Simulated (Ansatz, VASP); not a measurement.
**One calculation of Te2Mo, two programs**

Contents of INCAR:

```
SYSTEM = Te2Mo
PREC = Accurate
ENCUT = 520
EDIFF = 1E-6
ISMEAR = -1
SIGMA = 0.05
LREAL = .False.
LASPH = .True.
NELM = 80
ALGO = Normal
ISIF = 2
LWAVE = .False.
LCHARG = .False.
GGA = B5
ALDAX = 1.0
AGGAX = 1.0
AGGAC = 1.0
ALDAC = 0.0
NBANDS = 64
```

File KPOINTS:

```
regular mesh
0
Gamma
  4 8 2
  0 0 0
```

Contents of POSCAR:

```
Te2Mo
1.0
    6.2875154984      0.0000000000      0.0000000000
    0.0000000000      3.4457174193      0.0000000000
   -0.9404401904      0.0000000000     13.7348181532
Te Mo
8 4
Direct
    0.9437000000      0.7500000000      0.6045000000
    0.0563000000      0.2500000000      0.3955000000
    0.9030000000      0.2500000000      0.8514000000
    0.0970000000      0.7500000000      0.1486000000
    0.4112000000      0.7500000000      0.8955000000
    0.5888000000      0.2500000000      0.1045000000
    0.4432000000      0.2500000000      0.6484000000
    0.5568000000      0.7500000000      0.3516000000
    0.8167000000      0.7500000000      0.9926000000
    0.1833000000      0.2500000000      0.0074000000
    0.6819000000      0.2500000000      0.4934000000
    0.3181000000      0.7500000000      0.5066000000
```

Contents of input.yaml:

```yaml
crystal:
  lattice:
    - [6.2875154984, 0.0, 0.0]
    - [0.0, 3.4457174193, 0.0]
    - [-0.9404401904, 0.0, 13.7348181532]
  atoms:
    - { symbol: Te, position: [0.9437, 0.75, 0.6045] }
    - { symbol: Te, position: [0.0563, 0.25, 0.3955] }
    - { symbol: Te, position: [0.903, 0.25, 0.8514] }
    - { symbol: Te, position: [0.097, 0.75, 0.1486] }
    - { symbol: Te, position: [0.4112, 0.75, 0.8955] }
    - { symbol: Te, position: [0.5888, 0.25, 0.1045] }
    - { symbol: Te, position: [0.4432, 0.25, 0.6484] }
    - { symbol: Te, position: [0.5568, 0.75, 0.3516] }
    - { symbol: Mo, position: [0.8167, 0.75, 0.9926] }
    - { symbol: Mo, position: [0.1833, 0.25, 0.0074] }
    - { symbol: Mo, position: [0.6819, 0.25, 0.4934] }
    - { symbol: Mo, position: [0.3181, 0.75, 0.5066] }
hamiltonian:
  xc: blyp
  pseudopotentials: { kind: paw }
kpoints:
  mp_grid: { grid: [4, 8, 2] }
scf:
  occupations: { method: fermi_dirac, width: 0.05 }
output:
  forces: true
  stress: true
  eigenvalues: true
```

Alike in both runs: task single point; functional BLYP; k mesh 4 × 8 × 2; occupations fermi-dirac, width 0.05 eV; no spin polarisation.

```csv
,VASP,Ansatz
version,VASP 6.6.1,Ansatz 0.2.0
potentials or method,"VASP PAW PBE potentials, release 64 (Te, Mo_sv)",Ansatz PAW
plane-wave cutoff (eV),520,420
valence electrons in the cell,104,184
```

```tsv
	VASP	Ansatz	Ansatz less VASP
gap on the k mesh at the Fermi level (eV)	none	none	-
pressure (GPa)	11.4	11.0	-0.36
traceless stress, the component that is largest in VASP (GPa)	-0.68	-0.67	+0.013
rms of the force components (eV/Å)	0.355	0.331	-0.0245
```

VASP's potentials were made for PBE, not for BLYP. Atom by atom the forces differ by 0.026 eV/Å (rms over components). A gap of «none» marks a metal or a gap that the smearing closes. VASP's potentials hold 104 valence electrons a cell and Ansatz's 184, so a difference there can come from the potentials and not from the codes.

Spin-orbit coupling is off throughout.
